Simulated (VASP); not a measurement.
# Ta5Si2Pd (P4/mmm) in VASP: single point with r2SCAN

Aim: the single point of Ta5Si2Pd with r2SCAN.

Program: VASP 6.6.1. These are calculated values, not measurements. Logs are shortened: lines on timing, memory, paths and dates and some standing lists are left out, and cuts for length are marked.

### Step 1. The cell of the first run

Symmetry: P4/mmm, No. 123, tetragonal system. Conventional cell: a = 3.399 Å, b = 3.399 Å, c = 11.528 Å, α = 90.00°, β = 90.00°, γ = 90.00°. Ta (site symmetry 4mm) has 10 Ta at 2.70 to 3.40 Å and 4 Si at 2.73 Å within 3.6 Å. Within 3.8 Å of Ta (site symmetry 4/mmm) lie 12 Ta at 2.90 to 3.40 Å and 2 Si at 2.92 Å. Ta (site symmetry 4mm) has 6 Ta at 2.70 to 3.40 Å and 4 Si at 2.78 Å and 4 Pd at 2.81 Å within 3.6 Å. Si (site symmetry 4mm) has 9 Ta at 2.73 to 2.92 Å and 1 Pd at 2.85 Å and 4 Si at 3.40 Å within 3.6 Å. Pd (site symmetry 4/mmm) has 8 Ta at 2.81 Å and 2 Si at 2.85 Å and 4 Pd at 3.40 Å within 3.7 Å.

### Step 2. Single point, r2SCAN

POSCAR reads:

```
Ta5Si2Pd
1.0
    3.3994403714      0.0000000000      0.0000000000
    0.0000000000      3.3994403714      0.0000000000
    0.0000000000      0.0000000000     11.5277089456
Ta Si Pd
5 2 1
Direct
    0.5000000000      0.5000000000      0.6400255166
    0.0000000000      0.0000000000      0.5000000000
    0.5000000000      0.5000000000      0.8739687993
    0.5000000000      0.5000000000      0.1260312007
    0.5000000000      0.5000000000      0.3599744834
    0.0000000000      0.0000000000      0.2469076601
    0.0000000000      0.0000000000      0.7530923399
    0.0000000000      0.0000000000      0.0000000000
```

INCAR.step1 reads:

```
SYSTEM = Ta5Si2Pd
PREC = Accurate
ENCUT = 520
ISMEAR = 0
SIGMA = 0.1
LREAL = .FALSE.
LASPH = .TRUE.
NELM = 60
NBANDS = 46
GGA = PE
ALGO = Normal
EDIFF = 1E-4
LWAVE = .TRUE.
LCHARG = .FALSE.
```

INCAR.step2 reads:

```
SYSTEM = Ta5Si2Pd
PREC = Accurate
ENCUT = 520
EDIFF = 1E-6
ISMEAR = 0
SIGMA = 0.1
LREAL = .FALSE.
LASPH = .TRUE.
NELM = 60
ALGO = Normal
ISIF = 2
LWAVE = .FALSE.
LCHARG = .FALSE.
METAGGA = R2SCAN
LMIXTAU = .TRUE.
NBANDS = 46
ISTART = 1
```

KPOINTS reads:

```
regular mesh
0
G
  10 10 4
  0 0 0
```

Potentials or basis: VASP PAW PBE potentials, release 64 (Ta_pv, Si, Pd).

Command:

```console
$ cat potpaw_PBE.64/Ta_pv/POTCAR potpaw_PBE.64/Si/POTCAR potpaw_PBE.64/Pd/POTCAR > POTCAR
$ cp INCAR.step1 INCAR
$ mpirun -np 1 vasp_std > vasp.out
$ cp INCAR.step2 INCAR
$ mpirun -np 1 vasp_std > vasp.out
```

OUTCAR:

```text
SYSTEM = Ta5Si2Pd
   PREC = Accurate
   ENCUT = 520
   EDIFF = 1E-6
   ISMEAR = 0
   LREAL = .FALSE.
   LASPH = .TRUE.
   NELM = 60
   ISIF = 2
   METAGGA = R2SCAN
   ISTART = 1

 ion  position               nearest neighbor table
   1  0.500  0.500  0.640-   3 2.70   7 2.73   7 2.73   7 2.73   7 2.73   2 2.90   2 2.90   2 2.90
                             2 2.90   5 3.23
   2  0.000  0.000  0.500-   1 2.90   5 2.90   1 2.90   5 2.90   1 2.90   5 2.90   1 2.90   5 2.90
                             6 2.92   7 2.92
   3  0.500  0.500  0.874-   1 2.70   7 2.78   7 2.78   7 2.78   7 2.78   8 2.81   8 2.81   8 2.81
                             8 2.81   4 2.91
   4  0.500  0.500  0.126-   5 2.70   6 2.78   6 2.78   6 2.78   6 2.78   8 2.81   8 2.81   8 2.81
                             8 2.81   3 2.91
   5  0.500  0.500  0.360-   4 2.70   6 2.73   6 2.73   6 2.73   6 2.73   2 2.90   2 2.90   2 2.90
                             2 2.90   1 3.23
   6  0.000  0.000  0.247-   5 2.73   5 2.73   5 2.73   5 2.73   4 2.78   4 2.78   4 2.78   4 2.78
                             8 2.85   2 2.92
   7  0.000  0.000  0.753-   1 2.73   1 2.73   1 2.73   1 2.73   3 2.78   3 2.78   3 2.78   3 2.78
                             8 2.85   2 2.92
   8  0.000  0.000  0.000-   3 2.81   4 2.81   3 2.81   4 2.81   3 2.81   4 2.81   3 2.81   4 2.81
                             6 2.85   7 2.85

  LATTYP: Found a simple tetragonal cell.
 ALAT       =     3.3994403714
 C/A-ratio  =     3.3910607883

  Lattice vectors:

 A1 = (   3.3994403714,   0.0000000000,   0.0000000000)
 A2 = (   0.0000000000,   3.3994403714,   0.0000000000)
 A3 = (   0.0000000000,   0.0000000000,  11.5277089456)

Analysis of symmetry for initial positions (statically):
=====================================================================
 Subroutine PRICEL returns:
 Original cell was already a primitive cell.

 Routine SETGRP: Setting up the symmetry group for a
 simple tetragonal supercell.

 Subroutine GETGRP returns: Found 16 space group operations
 (whereof 16 operations were pure point group operations)
 out of a pool of 16 trial point group operations.

The static configuration has the point symmetry D_4h.

Analysis of symmetry for dynamics (positions and initial velocities):
=====================================================================
 Subroutine PRICEL returns:
 Original cell was already a primitive cell.

 Routine SETGRP: Setting up the symmetry group for a
 simple tetragonal supercell.

 Subroutine GETGRP returns: Found 16 space group operations
 (whereof 16 operations were pure point group operations)
 out of a pool of 16 trial point group operations.

The dynamic configuration has the point symmetry D_4h.

 Subroutine INISYM returns: Found 16 space group operations
 (whereof 16 operations are pure point group operations),
 and found     1 'primitive' translations

----------------------------------------------------------------------------------------

                                     Primitive cell

  volume of cell :     133.2165

  direct lattice vectors                    reciprocal lattice vectors
     3.399440371  0.000000000  0.000000000     0.294166066  0.000000000  0.000000000
     0.000000000  3.399440371  0.000000000     0.000000000  0.294166066  0.000000000
     0.000000000  0.000000000 11.527708946     0.000000000  0.000000000  0.086747506

  length of vectors
     3.399440371  3.399440371 11.527708946     0.294166066  0.294166066  0.086747506

  position of ions in fractional coordinates (direct lattice)
     0.500000000  0.500000000  0.640025517
     0.000000000  0.000000000  0.500000000
     0.500000000  0.500000000  0.873968799
     0.500000000  0.500000000  0.126031201
     0.500000000  0.500000000  0.359974483
     0.000000000  0.000000000  0.246907660
     0.000000000  0.000000000  0.753092340
     0.000000000  0.000000000  0.000000000

  ion indices of the primitive-cell ions
   primitive index   ion index
                 1           1
                 2           2
                 3           3
                 4           4
                 5           5
                 6           6
                 7           7
                 8           8

----------------------------------------------------------------------------------------

 KPOINTS: regular mesh

Automatic generation of k-mesh.
 Grid dimensions read from file:
 generate k-points for:   10   10    4

 Generating k-lattice:

  Cartesian coordinates                     Fractional coordinates (reciprocal lattice)
     0.029416607  0.000000000  0.000000000     0.100000000  0.000000000  0.000000000
     0.000000000  0.029416607  0.000000000     0.000000000  0.100000000  0.000000000
     0.000000000  0.000000000  0.021686876     0.000000000  0.000000000  0.250000000

  Length of vectors
     0.029416607  0.029416607  0.021686876

  Shift w.r.t. Gamma in fractional coordinates (k-lattice)
     0.000000000  0.000000000  0.000000000

 Subroutine IBZKPT returns following result:
 ===========================================

 Found     63 irreducible k-points:

 Following reciprocal coordinates:
            Coordinates               Weight
  0.000000  0.000000  0.000000      1.000000
  0.100000  0.000000  0.000000      4.000000
  0.200000  0.000000  0.000000      4.000000
  0.300000  0.000000  0.000000      4.000000
  0.400000  0.000000  0.000000      4.000000
  0.500000  0.000000  0.000000      2.000000
[... 16 lines left out ...]
  0.100000  0.000000  0.250000      8.000000
  0.200000  0.000000  0.250000      8.000000
 [... further k-points ...]
   k-points           NKPTS =     63   k-points in BZ     NKDIM =     63   number of bands    NBANDS=     46
   number of dos      NEDOS =    301   number of ions     NIONS =      8
   total plane-waves  NPLWV =  70560
   dimension x,y,z NGX =    28 NGY =   28 NGZ =   90
   dimension x,y,z NGXF=    56 NGYF=   56 NGZF=  180
   ions per type =               5   2   1
   NGX,Y,Z   is equivalent  to a cutoff of  13.69, 13.69, 12.98 a.u.
   NGXF,Y,Z  is equivalent  to a cutoff of  27.39, 27.39, 25.96 a.u.
 SYSTEM =  Ta5Si2Pd
   PREC   = accura    normal or accurate (medium, high low for compatibility)
   ISTART =      1    job   : 0-new  1-cont  2-samecut
   ICHARG =      0    charge: 1-file 2-atom 10-const
   ISPIN  =      1    spin polarized calculation?
   LNONCOLLINEAR =      F non collinear calculations
   LSORBIT =      F    spin-orbit coupling
   LASPH  =      T    aspherical Exc in radial PAW
   ENCUT  =  520.0 eV  38.22 Ry    6.18 a.u.   6.32  6.32 21.43*2*pi/ulx,y,z
   NELM   =     60;   NELMIN=  2; NELMDL=  0     # of ELM steps
   EDIFF  = 0.1E-05   stopping-criterion for ELM
   LREAL  =      F    real-space projection
   EDIFFG = 0.1E-04   stopping-criterion for IOM
   NSW    =      0    number of steps for IOM
   IBRION =     -1    ionic relax: 0-MD 1-quasi-New 2-CG
   NFREE  =      0    steps in history (QN), initial steepest desc. (CG)
   ISIF   =      2    stress and relaxation
   ISYM   =      2    0-nonsym 1-usesym 2-fastsym
   POTIM  = 0.5000    time-step for ionic-motion
   TEBEG  =    0.0;   TEEND  =   0.0 temperature during run
   PSTRESS=    0.0 pullay stress
   NELECT =      73.0000    total number of electrons
   NUPDOWN=      -1.0000    fix difference up-down
   EMIN   =  10.00;   EMAX   =-10.00  energy-range for DOS
   EFERMI =   0.00;   METHOD = LEGACY
   ISMEAR =     0;   SIGMA  =   0.10  broadening in eV -4-tet -1-fermi 0-gaus
   EFERMI_NEDOS =   21; number of points for ismear=-14 and -15
   IALGO  =     38    algorithm
   IMIX   =      4    mixing-type and parameters
     AMIX     =   0.40;   BMIX     =  1.00
     AMIX_MAG =   1.60;   BMIX_MAG =  1.00
  volume/ion in A,a.u.               =      16.65       112.37
  Fermi-wavevector in a.u.,A,eV,Ry     =   1.339666  2.531601 24.418440  1.794705
  Thomas-Fermi vector in A             =   2.468040
   LORBIT       =      0    0 simple, 1 ext, 2 COOP (PROOUT), +10 PAW based schemes
   METAGGA = R2SCAN    functional components
   LHFCALC =     F    Hartree Fock is set to
   AEXX    =    0.0000 exact exchange contribution
   IVDW    =     0    specifies the selected vdW correction
   LEPSILON=     F    determine dielectric tensor
   LRPA    =     F    only Hartree local field effects (RPA)
 non-spin polarized calculation
 Gauss-broadening in eV      SIGMA  =   0.10
  energy-cutoff  :      520.00
  volume of cell :      133.22
 maximum number of plane-waves:      3632
 NGX is ok and might be reduce to    28
   NGX = 13   NGY = 13   NGZ = 43

 number of electron      73.0000011 magnetization

 Free energy of the ion-electron system (eV)
  ---------------------------------------------------
  ext. energy  EPLUGINS =         0.00000000
  ---------------------------------------------------
  free energy    TOTEN  =      -285.17282081 eV

  energy without entropy =     -285.14728251  energy(sigma->0) =     -285.16005166

 E-fermi :   7.3289     XC(G=0): -13.4347

 val. band max:        7.3283397129   @ k =   0.3000   0.0000   0.0000
 cond. band min:       7.3336701779   @ k =   0.3000   0.2000   0.2500
 fundamental gap:      0.0053304651
 Fermi energy:         7.3288789725

 k-point     1 :       0.0000    0.0000    0.0000
  band No.  band energies     occupation
      1     -28.7280      2.00000
      2     -28.5136      2.00000
      3     -28.5136      2.00000
      4     -28.4798      2.00000
      5     -28.4798      2.00000
      6     -28.4664      2.00000
[... 38 lines left out ...]
     45      10.0760      0.00000
     46      10.6828      0.00000

 k-point     2 :       0.1000    0.0000    0.0000
  band No.  band energies     occupation
      1     -28.7285      2.00000
      2     -28.5304      2.00000
      3     -28.5125      2.00000
      4     -28.4954      2.00000
      5     -28.4782      2.00000
      6     -28.4628      2.00000
[... 1070 lines left out ...]
 k-point    24 :       0.2000    0.0000    0.2500
  band No.  band energies     occupation
      1     -28.7182      2.00000
      2     -28.5741      2.00000
      3     -28.5366      2.00000
      4     -28.5092      2.00000
      5     -28.4781      2.00000
      6     -28.4744      2.00000
[... 38 lines left out ...]
     45       9.8538      0.00000
     46      10.3629      0.00000

 [... further k-points ...]

------------------------ aborting loop because EDIFF is reached ----------------------------------------

  FORCE on cell =-STRESS in cart. coord.  units (eV):
  Direction    XX          YY          ZZ          XY          YZ          ZX
  --------------------------------------------------------------------------------------
  -------------------------------------------------------------------------------------
  Total       -1.9387906     -1.9387906     -2.6207542      0.0000000      0.0000000      0.0000000
  in kB      -23.3175886    -23.3175886    -31.5194777      0.0000000      0.0000000      0.0000000
  external PRESSURE =     -26.0515516 kB  Pullay stress =       0.0000000 kB

 VOLUME and BASIS-vectors are now :
 -----------------------------------------------------------------------------
  energy-cutoff  :      520.00
  volume of cell :      133.22
      direct lattice vectors                 reciprocal lattice vectors
     3.399440371  0.000000000  0.000000000     0.294166066  0.000000000  0.000000000
     0.000000000  3.399440371  0.000000000     0.000000000  0.294166066  0.000000000
     0.000000000  0.000000000 11.527708946     0.000000000  0.000000000  0.086747506

 POSITION                                       TOTAL-FORCE (eV/Angst)
 -----------------------------------------------------------------------------------
      1.69972      1.69972      7.37803         0.000000      0.000000      0.089787
      0.00000      0.00000      5.76385        -0.000000      0.000000      0.000000
      1.69972      1.69972     10.07486        -0.000000     -0.000000      0.013958
      1.69972      1.69972      1.45285        -0.000000     -0.000000     -0.013958
      1.69972      1.69972      4.14968        -0.000000      0.000000     -0.089787
      0.00000      0.00000      2.84628        -0.000000      0.000000     -0.004040
      0.00000      0.00000      8.68143        -0.000000      0.000000      0.004040
      0.00000      0.00000      0.00000        -0.000000      0.000000      0.000000
 -----------------------------------------------------------------------------------
    total drift:                                0.000000      0.000000      0.000000

  FREE ENERGIE OF THE ION-ELECTRON SYSTEM (eV)
  ---------------------------------------------------
  free  energy   TOTEN  =      -285.1728208061 eV

  energy  without entropy=     -285.1472825105  energy(sigma->0) =     -285.16005166
```

Run time: 12 min. Hardware: 1 thread of Intel Xeon 6975P-C (Granite Rapids), shared host; peak memory 0.5 GiB.

What came out:

* Free energy: -285.1728 eV
* Pressure: -2.6 GPa
* Largest force: 0.090 eV/Å
* Band gap on the k mesh: zero (an odd number of electrons rules out a gap without spin polarisation)

Forces on the atoms (eV/Å):
```
Ta   0.000  0.000  0.090
Ta   0.000  0.000  0.000
Ta   0.000  0.000  0.014
Ta   0.000  0.000 -0.014
Ta   0.000  0.000 -0.090
Si   0.000  0.000 -0.004
Si   0.000  0.000  0.004
Pd   0.000  0.000  0.000
```

Caveat: the PAW data sets were made with another functional, which shifts forces and pressure a little; spin-orbit coupling is left out, which moves the levels of the heavy elements.
